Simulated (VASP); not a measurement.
HoO3: relaxation of cell and atoms with PBE

HoO3:

```xyz
4
Lattice="2.9477 0.0000 0.0000 0.0000 2.9477 0.0000 0.0000 0.0000 7.6662" Properties=species:S:1:pos:R:3 pbc="T T T"
Ho    0.0000    0.0000    0.0000
O     1.4738    1.4738    5.8632
O     0.0000    0.0000    3.8331
O     1.4738    1.4738    1.8030
```

The cell was generated, and may not be a known phase.

```json
{
 "Program": "VASP 6.6.1",
 "Task": "relaxation of cell and atoms",
 "Functional": "PBE",
 "Potentials or basis": "VASP PAW PBE potentials, release 64 (Ho_3, O), 4f in core",
 "Cutoff": "600 eV",
 "k mesh": "6 × 6 × 2",
 "Occupations": "gaussian, width 0.1 eV",
 "Spin": "no spin polarisation",
 "Dipole correction": "no",
 "Further INCAR settings": "ALGO = Normal; EDIFF = 1e-07; IBRION = 2; EDIFFG = -0.04; NSW = 90; ISIF = 3"
}
```

The relaxed volume is 12.55 Å³/atom and the relaxed cell is a = 3.380 Å, b = 3.380 Å, c = 4.393 Å, α = 90.00°, β = 90.00°, γ = 90.00°. The space group after relaxing (to 0.1 Å) is P4/mmm (No. 123) and the pressure after relaxing is 0.1 GPa. The largest force after relaxing is 0.014 eV/Å and the band gap on the k mesh is zero (an odd number of electrons rules out a gap without spin polarisation).

Forces in eV/Å, atoms in the order of the input:
```
Ho   0.000  0.000  0.000
O    0.000  0.000  0.014
O    0.000  0.000  0.000
O    0.000  0.000 -0.014
```

Stress tensor (GPa, compression positive):
```
0.13 0.00 0.00
0.00 0.13 0.00
0.00 0.00 0.03
```

Final structure:
```yaml
crystal:
  lattice:
    - [3.38004, 0.00000, 0.00000]
    - [0.00000, 3.38004, 0.00000]
    - [0.00000, 0.00000, 4.39349]
  atoms:
    - { symbol: Ho, position: [0.00000, 0.00000, 0.00000] }
    - { symbol: O, position: [0.50000, 0.50000, 0.82933] }
    - { symbol: O, position: [0.00000, 0.00000, 0.50000] }
    - { symbol: O, position: [0.50000, 0.50000, 0.17067] }
```

Levels at points of the mesh, in eV from the Fermi level:
| k point | band 12 | band 13 | band 14 | band 15 | band 16 | band 17 |
| --- | --- | --- | --- | --- | --- | --- |
| (0.00, 0.00, 0.00) | -0.39 | -0.06 | -0.06 | 0.89 | 3.60 | 4.40 |
| (0.50, 0.00, 0.00) | -0.64 | -0.07 | 0.00 | 4.34 | 4.63 | 4.70 |
| (0.50, 0.50, 0.00) | -0.68 | -0.68 | -0.23 | 4.39 | 5.68 | 6.70 |
| (0.00, 0.00, 0.50) | -2.25 | 0.33 | 0.33 | 0.99 | 2.98 | 3.74 |
| (0.50, 0.00, 0.50) | -1.61 | -1.25 | -0.54 | 3.36 | 4.76 | 6.34 |
| (0.50, 0.50, 0.50) | -2.77 | 0.27 | 0.27 | 3.19 | 5.71 | 7.73 |

It took 5 min on 1 thread of Intel(R) Xeon(R) Platinum 8488C (Sapphire Rapids), with other jobs on the host, peak memory 0.23 GiB.

Caveat: the k points lie up to 0.72 Å⁻¹ apart in the final cell, too coarse for converged energies and pressures of a metal; the volume moved by over 15 % at a fixed basis, so the end points are rough; spin-orbit coupling is left out, which moves the levels of the heavy elements; the 4f electrons are frozen in the core, so they carry no moment and show no levels; an odd number of electrons without spin polarisation forces a metal; a magnetic or distorted state may lie lower; the run has no spin polarisation, though such a crystal can be magnetic. Spin polarisation is off, so any magnetic state and its effect on volume and gap are missing.
